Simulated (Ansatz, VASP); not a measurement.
One calculation of NaCl, two programs

File INCAR:

```
SYSTEM = NaCl
  PREC = Accurate
  ENCUT = 500
  EDIFF = 1E-6
  ISMEAR = 0
  SIGMA = 0.1
  LREAL = .False.
  LASPH = .True.
  NELM = 120
  ALGO = Normal
  ISIF = 2
  LWAVE = .False.
  LCHARG = .False.
  GGA = PE
  NBANDS = 14
  GGA_COMPAT = .False.
```

File KPOINTS:

```
Automatic mesh
0
Gamma
  4 4 4
  0 0 0
```

POSCAR

```
NaCl
1.0
    3.5021900000      0.0000000000      0.0000000000
    0.0000000000      3.5021900000      0.0000000000
    0.0000000000      0.0000000000      3.5021900000
Na Cl
1 1
Direct
    0.0243827690     -0.0025769462      0.0276332465
    0.5257611099      0.4783173361      0.5510370113
```

Input for Ansatz:

```yaml
crystal:
  lattice:
    - [3.50219, 0.0, 0.0]
    - [0.0, 3.50219, 0.0]
    - [0.0, 0.0, 3.50219]
  atoms:
    - { symbol: Na, position: [0.024382769, -0.0025769462, 0.0276332465] }
    - { symbol: Cl, position: [0.5257611099, 0.4783173361, 0.5510370113] }
basis:
  ecutwfc: 420
kpoints:
  mp_grid: { grid: [4, 4, 4] }
hamiltonian:
  xc: pbe
scf:
  occupations: { method: gaussian, width: 0.1 }
  self_checks: high
  max_iter: 97
output:
  forces: true
  stress: true
  eigenvalues: true
```

Alike in both runs: task single point; functional PBE; k mesh 4 × 4 × 4; occupations gaussian, width 0.1 eV; no spin polarisation.

|  | VASP | Ansatz |
| --- | --- | --- |
| version | VASP 6.6.1 | Ansatz 0.2.0 |
| potentials or method | VASP PAW PBE potentials, release 64 (Na_pv, Cl), cutoff 500 eV | scalar-relativistic, plane waves, PAW |
| valence electrons in the cell | 14 | 16 |

|  | VASP | Ansatz | Ansatz less VASP |
| --- | --- | --- | --- |
| gap on the k mesh at the Fermi level (eV) | 3.98 | 3.98 | 0.000 |
| least direct gap on the mesh (eV) | 4.47 | 4.47 | +0.001 |
| pressure (GPa) | 0.2 | 0.3 | +0.07 |
| traceless stress, the component that is largest in VASP (GPa) | -0.08 | -0.08 | +0.001 |
| rms of the force components (eV/Å) | 0.022 | 0.021 | -0.0003 |

Atom by atom the forces differ by 0.000 eV/Å (rms over components). The functional is the same, so the differences come from potentials, cutoffs and numerics. VASP's potentials hold 14 valence electrons a cell and Ansatz's 16, so a difference there can come from the potentials and not from the codes.

The k mesh is coarse, so the values compare programs but aren't converged.
